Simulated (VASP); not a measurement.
Wanted: the native input for a VASP 6.6.1 run.

```
Task                   : single point
Functional             : PBE
Potentials or basis    : VASP PAW PBE potentials, release 64 (Zn, S)
Cutoff                 : 520 eV
k mesh                 : 10 × 10 × 10
Occupations            : gaussian, width 0.05 eV
Spin                   : no spin polarisation
Dipole correction      : no
Further INCAR settings : ALGO = Normal; EDIFF = 1e-07; NBANDS = 16
```

The structure of ZnS lies in POSCAR:

```
ZnS
1.0
    0.0000000000      2.7046500000      2.7046500000
    2.7046500000      0.0000000000      2.7046500000
    2.7046500000      2.7046500000      0.0000000000
Zn S
1 1
Direct
    0.0000000000      0.0000000000      0.0000000000
    0.7761441141      0.7500000000      0.7500000000
```

This cell differs from its parent crystal: all S atoms moved -0.100 Å, as atom 2 towards its neighbour atom 2 (S) at 3.825 Å.

These files were run (other wordings do the same):

INCAR

```
SYSTEM = ZnS
PREC = Accurate ; ENCUT = 520
EDIFF = 1E-7 ; ISMEAR = 0
SIGMA = 0.05 ; LREAL = .False.
LASPH = .True. ; NELM = 100
ALGO = Normal ; ISIF = 2
LWAVE = .False. ; LCHARG = .False.
GGA = PE ; NBANDS = 16
```

KPOINTS

```
Automatic mesh
0
Gamma
  10 10 10
  0 0 0
```

Potentials or basis: VASP PAW PBE potentials, release 64 (Zn, S).

Run with:

```console
$ cat potpaw_PBE.64/Zn/POTCAR potpaw_PBE.64/S/POTCAR > POTCAR
$ mpirun -np 1 vasp_std > vasp.out
```

It gave:

| Property | Result |
| --- | --- |
| Pressure | 1.9 GPa |
| Largest force | 0.598 eV/Å |
| Band gap on the k mesh | 2.04 eV |

Caveat: the cell differs from its parent crystal (all S atoms moved -0.100 Å, as atom 2 towards its neighbour atom 2 (S) at 3.825 Å).

It took 2.9 min on 1 thread of Intel Xeon 8259CL, with other jobs on the host, peak memory 0.29 GiB.
